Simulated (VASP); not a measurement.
# Ge3Pd (Pm-3m) in VASP: notebook

Ge3Pd is run at these levels: PBEsol; tasks: single point.

Everything below comes from runs of VASP 6.6.1. Logs are shortened: lines on timing, memory, paths and dates and some standing lists are left out, and cuts for length are marked.

**1. The cell of the first run**

The structure is cubic, space group Pm-3m (No. 221). Conventional cell: a = 4.142 Å, b = 4.142 Å, c = 4.142 Å, α = 90.00°, β = 90.00°, γ = 90.00°. Pd (site symmetry m-3m) has 12 Ge at 2.93 Å within 3.9 Å. Within 3.9 Å of Ge (site symmetry 4/mmm) lie 4 Pd at 2.93 Å and 8 Ge at 2.93 Å.

**2. Single point, PBEsol**

The input, INCAR:

```
PREC     = Accurate       # precision mode
ENCUT    = 520            # plane-wave cutoff, eV
EDIFF    = 1E-6           # SCF threshold, eV
ISMEAR   = 1              # smearing method
SIGMA    = 0.1            # smearing width, eV
LREAL    = F              # projectors in reciprocal space
LASPH    = T              # aspherical terms in the spheres
NELM     = 60             # most SCF steps
ALGO     = Normal         # electronic algorithm
ISIF     = 2              # what is computed and relaxed
LWAVE    = F              # write WAVECAR
LCHARG   = T              # write CHGCAR
GGA      = PS             # functional
LELF     = T              # ELF
LVHAR    = T            
NBANDS   = 34             # bands
```

The input, KPOINTS:

```
regular mesh
0
Gamma
  6 6 6
```

The input, POSCAR:

```
Ge3Pd
1.0
    4.1420230000      0.0000000000      0.0000000000
    0.0000000000      4.1420230000      0.0000000000
    0.0000000000      0.0000000000      4.1420230000
Pd Ge
1 3
Direct
    0.0000000000      0.0000000000      0.0000000000
    0.5000000000      0.5000000000      0.0000000000
    0.5000000000      0.0000000000      0.5000000000
    0.0000000000      0.5000000000      0.5000000000
```

Potentials or basis: VASP PAW PBE potentials, release 64 (Pd, Ge_d).

Launch:

```sh
$ cat potpaw_PBE.64/Pd/POTCAR potpaw_PBE.64/Ge_d/POTCAR > POTCAR
$ mpirun -np 1 vasp_std > vasp.out
```

OUTCAR:

```text
PREC = Accurate
   ENCUT = 520
   EDIFF = 1E-6
   ISMEAR = 1
   LREAL = F
   LASPH = T
   NELM = 60
   ISIF = 2
   GGA = PS

 ion  position               nearest neighbor table
   1  0.000  0.000  0.000-   2 2.93   3 2.93   4 2.93   3 2.93   4 2.93   2 2.93   4 2.93   4 2.93
                             2 2.93   3 2.93   3 2.93   2 2.93
   2  0.500  0.500  0.000-   1 2.93   1 2.93   1 2.93   1 2.93
   3  0.500  0.000  0.500-   1 2.93   1 2.93   1 2.93   1 2.93
   4  0.000  0.500  0.500-   1 2.93   1 2.93   1 2.93   1 2.93

  LATTYP: Found a simple cubic cell.
 ALAT       =     4.1420230000

  Lattice vectors:

 A1 = (   4.1420230000,   0.0000000000,   0.0000000000)
 A2 = (   0.0000000000,   4.1420230000,   0.0000000000)
 A3 = (   0.0000000000,   0.0000000000,   4.1420230000)

Analysis of symmetry for initial positions (statically):
=====================================================================
 Subroutine PRICEL returns:
 Original cell was already a primitive cell.

 Routine SETGRP: Setting up the symmetry group for a
 simple cubic supercell.

 Subroutine GETGRP returns: Found 48 space group operations
 (whereof 48 operations were pure point group operations)
 out of a pool of 48 trial point group operations.

The static configuration has the point symmetry O_h .

Analysis of symmetry for dynamics (positions and initial velocities):
=====================================================================
 Subroutine PRICEL returns:
 Original cell was already a primitive cell.

 Routine SETGRP: Setting up the symmetry group for a
 simple cubic supercell.

 Subroutine GETGRP returns: Found 48 space group operations
 (whereof 48 operations were pure point group operations)
 out of a pool of 48 trial point group operations.

The dynamic configuration has the point symmetry O_h .

 Subroutine INISYM returns: Found 48 space group operations
 (whereof 48 operations are pure point group operations),
 and found     1 'primitive' translations

----------------------------------------------------------------------------------------

                                     Primitive cell

  volume of cell :      71.0620

  direct lattice vectors                    reciprocal lattice vectors
     4.142023000  0.000000000  0.000000000     0.241427921  0.000000000  0.000000000
     0.000000000  4.142023000  0.000000000     0.000000000  0.241427921  0.000000000
     0.000000000  0.000000000  4.142023000     0.000000000  0.000000000  0.241427921

  length of vectors
     4.142023000  4.142023000  4.142023000     0.241427921  0.241427921  0.241427921

  position of ions in fractional coordinates (direct lattice)
     0.000000000  0.000000000  0.000000000
     0.500000000  0.500000000  0.000000000
     0.500000000  0.000000000  0.500000000
     0.000000000  0.500000000  0.500000000

  ion indices of the primitive-cell ions
   primitive index   ion index
                 1           1
                 2           2
                 3           3
                 4           4

----------------------------------------------------------------------------------------

 KPOINTS: regular mesh

Automatic generation of k-mesh.
 Grid dimensions read from file:
 generate k-points for:    6    6    6

 Generating k-lattice:

  Cartesian coordinates                     Fractional coordinates (reciprocal lattice)
     0.040237987  0.000000000  0.000000000     0.166666667  0.000000000  0.000000000
     0.000000000  0.040237987  0.000000000     0.000000000  0.166666667  0.000000000
     0.000000000  0.000000000  0.040237987     0.000000000  0.000000000  0.166666667

  Length of vectors
     0.040237987  0.040237987  0.040237987

  Shift w.r.t. Gamma in fractional coordinates (k-lattice)
     0.000000000  0.000000000  0.000000000

 Subroutine IBZKPT returns following result:
 ===========================================

 Found     20 irreducible k-points:

 Following reciprocal coordinates:
            Coordinates               Weight
  0.000000  0.000000  0.000000      1.000000
  0.166667  0.000000  0.000000      6.000000
  0.333333  0.000000  0.000000      6.000000
  0.500000  0.000000  0.000000      3.000000
  0.166667  0.166667  0.000000     12.000000
  0.333333  0.166667  0.000000     24.000000
[... 12 lines left out ...]
  0.500000  0.500000  0.333333      6.000000
  0.500000  0.500000  0.500000      1.000000
   k-points           NKPTS =     20   k-points in BZ     NKDIM =     20   number of bands    NBANDS=     34
   number of dos      NEDOS =    301   number of ions     NIONS =      4
   total plane-waves  NPLWV =  32768
   dimension x,y,z NGX =    32 NGY =   32 NGZ =   32
   dimension x,y,z NGXF=    64 NGYF=   64 NGZF=   64
   ions per type =               1   3
   NGX,Y,Z   is equivalent  to a cutoff of  12.84, 12.84, 12.84 a.u.
   NGXF,Y,Z  is equivalent  to a cutoff of  25.69, 25.69, 25.69 a.u.
 SYSTEM =  unknown system
   PREC   = accura    normal or accurate (medium, high low for compatibility)
   ISTART =      0    job   : 0-new  1-cont  2-samecut
   ICHARG =      2    charge: 1-file 2-atom 10-const
   ISPIN  =      1    spin polarized calculation?
   LNONCOLLINEAR =      F non collinear calculations
   LSORBIT =      F    spin-orbit coupling
   LASPH  =      T    aspherical Exc in radial PAW
   ENCUT  =  520.0 eV  38.22 Ry    6.18 a.u.   7.70  7.70  7.70*2*pi/ulx,y,z
   NELM   =     60;   NELMIN=  2; NELMDL= -5     # of ELM steps
   EDIFF  = 0.1E-05   stopping-criterion for ELM
   LREAL  =      F    real-space projection
   EDIFFG = 0.1E-04   stopping-criterion for IOM
   NSW    =      0    number of steps for IOM
   IBRION =     -1    ionic relax: 0-MD 1-quasi-New 2-CG
   NFREE  =      0    steps in history (QN), initial steepest desc. (CG)
   ISIF   =      2    stress and relaxation
   ISYM   =      2    0-nonsym 1-usesym 2-fastsym
   POTIM  = 0.5000    time-step for ionic-motion
   TEBEG  =    0.0;   TEEND  =   0.0 temperature during run
   PSTRESS=    0.0 pullay stress
   NELECT =      52.0000    total number of electrons
   NUPDOWN=      -1.0000    fix difference up-down
   EMIN   =  10.00;   EMAX   =-10.00  energy-range for DOS
   EFERMI =   0.00;   METHOD = LEGACY
   ISMEAR =     1;   SIGMA  =   0.10  broadening in eV -4-tet -1-fermi 0-gaus
   EFERMI_NEDOS =   21; number of points for ismear=-14 and -15
   IALGO  =     38    algorithm
   IMIX   =      4    mixing-type and parameters
     AMIX     =   0.40;   BMIX     =  1.00
     AMIX_MAG =   1.60;   BMIX_MAG =  1.00
  volume/ion in A,a.u.               =      17.77       119.89
  Fermi-wavevector in a.u.,A,eV,Ry     =   1.475243  2.787804 29.610913  2.176341
  Thomas-Fermi vector in A             =   2.589916
   LORBIT       =      0    0 simple, 1 ext, 2 COOP (PROOUT), +10 PAW based schemes
   GGA     = PS    functional components
   LHFCALC =     F    Hartree Fock is set to
   AEXX    =    0.0000 exact exchange contribution
   IVDW    =     0    specifies the selected vdW correction
   LEPSILON=     F    determine dielectric tensor
   LRPA    =     F    only Hartree local field effects (RPA)
 non-spin polarized calculation
 Methfessel and Paxton  Order N= 1 SIGMA  =   0.10
  energy-cutoff  :      520.00
  volume of cell :       71.06
 maximum number of plane-waves:      1936
 NGX is ok and might be reduce to    32
   NGX = 15   NGY = 15   NGZ = 15

 number of electron      52.0000056 magnetization

 Free energy of the ion-electron system (eV)
  ---------------------------------------------------
  ext. energy  EPLUGINS =         0.00000000
  ---------------------------------------------------
  free energy    TOTEN  =       -20.54372344 eV

  energy without entropy =      -20.54057517  energy(sigma->0) =      -20.54267402

 E-fermi :   7.3911     XC(G=0): -11.8591

 val. band max:        7.3886217649   @ k =   0.5000   0.1667   0.0000
 cond. band min:       7.4089669645   @ k =   0.3333   0.1667   0.0000
 fundamental gap:      0.0203451996
 Fermi energy:         7.3910699563

 k-point     1 :       0.0000    0.0000    0.0000
  band No.  band energies     occupation
      1     -17.2729      2.00000
      2     -17.2729      2.00000
      3     -17.2729      2.00000
      4     -17.2643      2.00000
      5     -17.2030      2.00000
      6     -17.2030      2.00000
[... 26 lines left out ...]
     33      12.9919      0.00000
     34      16.3994      0.00000

 k-point     2 :       0.1667    0.0000    0.0000
  band No.  band energies     occupation
      1     -17.2714      2.00000
      2     -17.2621      2.00000
      3     -17.2621      2.00000
      4     -17.2571      2.00000
      5     -17.2019      2.00000
      6     -17.1967      2.00000
[... 26 lines left out ...]
     33      12.4000      0.00000
     34      16.3925      0.00000

 k-point     3 :       0.3333    0.0000    0.0000
  band No.  band energies     occupation
      1     -17.2683      2.00000
      2     -17.2391      2.00000
      3     -17.2324      2.00000
      4     -17.2324      2.00000
      5     -17.1995      2.00000
      6     -17.1809      2.00000
[... 26 lines left out ...]
     33      12.7306      0.00000
     34      16.3772      0.00000
[... 556 lines left out ...]
 k-point    19 :       0.5000    0.5000    0.3333
  band No.  band energies     occupation
      1     -17.2299      2.00000
      2     -17.2299      2.00000
      3     -17.2294      2.00000
      4     -17.2149      2.00000
      5     -17.2149      2.00000
      6     -17.2101      2.00000
[... 26 lines left out ...]
     33      15.0551      0.00000
     34      18.9438      0.00000

 k-point    20 :       0.5000    0.5000    0.5000
  band No.  band energies     occupation
      1     -17.2336      2.00000
      2     -17.2336      2.00000
      3     -17.2336      2.00000
      4     -17.2175      2.00000
      5     -17.2175      2.00000
      6     -17.2175      2.00000
[... 26 lines left out ...]
     33      14.9502      0.00000
     34      20.4973      0.00000

------------------------ aborting loop because EDIFF is reached ----------------------------------------

  FORCE on cell =-STRESS in cart. coord.  units (eV):
  Direction    XX          YY          ZZ          XY          YZ          ZX
  --------------------------------------------------------------------------------------
  -------------------------------------------------------------------------------------
  Total       -1.8318806     -1.8318806     -1.8318806      0.0000000      0.0000000     -0.0000000
  in kB      -41.3019184    -41.3019184    -41.3019184      0.0000000      0.0000000     -0.0000000
  external PRESSURE =     -41.3019184 kB  Pullay stress =       0.0000000 kB

 VOLUME and BASIS-vectors are now :
 -----------------------------------------------------------------------------
  energy-cutoff  :      520.00
  volume of cell :       71.06
      direct lattice vectors                 reciprocal lattice vectors
     4.142023000  0.000000000  0.000000000     0.241427921  0.000000000  0.000000000
     0.000000000  4.142023000  0.000000000     0.000000000  0.241427921  0.000000000
     0.000000000  0.000000000  4.142023000     0.000000000  0.000000000  0.241427921

 POSITION                                       TOTAL-FORCE (eV/Angst)
 -----------------------------------------------------------------------------------
      0.00000      0.00000      0.00000         0.000000      0.000000      0.000000
      2.07101      2.07101      0.00000         0.000000      0.000000      0.000000
      2.07101      0.00000      2.07101         0.000000      0.000000      0.000000
      0.00000      2.07101      2.07101         0.000000      0.000000      0.000000
 -----------------------------------------------------------------------------------
    total drift:                                0.000000     -0.000000     -0.000000

  FREE ENERGIE OF THE ION-ELECTRON SYSTEM (eV)
  ---------------------------------------------------
  free  energy   TOTEN  =       -20.5437234427 eV

  energy  without entropy=      -20.5405751715  energy(sigma->0) =      -20.54267402
```

Wall time 30 s (1 thread of Intel Xeon 6975P-C (Granite Rapids), shared host); peak memory 0.19 GiB.

What came out:

| Quantity | Value |
| --- | --- |
| Free energy | -20.5437 eV |
| Pressure | -4.1 GPa |
| Band gap on the k mesh | zero (band 26 reaches 7.48 eV, above the bottom of band 27 at 5.82 eV) |

Caveat: the PAW data sets were made with another functional, which shifts forces and pressure a little.

**3. Single point, PBEsol**

The input, INCAR:

```
SYSTEM = Ge3Pd
PREC = Accurate
ENCUT = 520
EDIFF = 1E-6
ISMEAR = 1
SIGMA = 0.1
LREAL = .False.
LASPH = .True.
NELM = 80
ALGO = Normal
ISIF = 2
LWAVE = .False.
LCHARG = .True.
GGA = PS
LELF = .True.
LVHAR = .True.
NBANDS = 34
```

The input, KPOINTS:

```
Automatic mesh
0
Gamma
  7 7 7
  0 0 0
```

POSCAR is that of step 2.

Potentials or basis: VASP PAW PBE potentials, release 64 (Pd, Ge_d).

Launch:

```sh
$ cat potpaw_PBE.64/Pd/POTCAR potpaw_PBE.64/Ge_d/POTCAR > POTCAR
$ mpirun -np 1 vasp_std > vasp.out
```

Wall time 25 s (1 thread of Intel Xeon 6975P-C (Granite Rapids), shared host); peak memory 0.2 GiB.

It converged, with:

```yaml
Free_energy: -20.5658 eV
Pressure: -4.8 GPa
Band_gap_on_the_k_mesh: zero (band 26 reaches 7.51 eV, above the bottom of band 27 at 5.98 eV)
```

Levels at points of the mesh, in eV from the Fermi level:
```csv
k point,band 24,band 25,band 26,band 27,band 28,band 29
"(0.00, 0.00, 0.00)",-2.66,-1.57,-1.57,0.80,2.96,2.96
```

Caveat: the PAW data sets were made with another functional, which shifts forces and pressure a little.
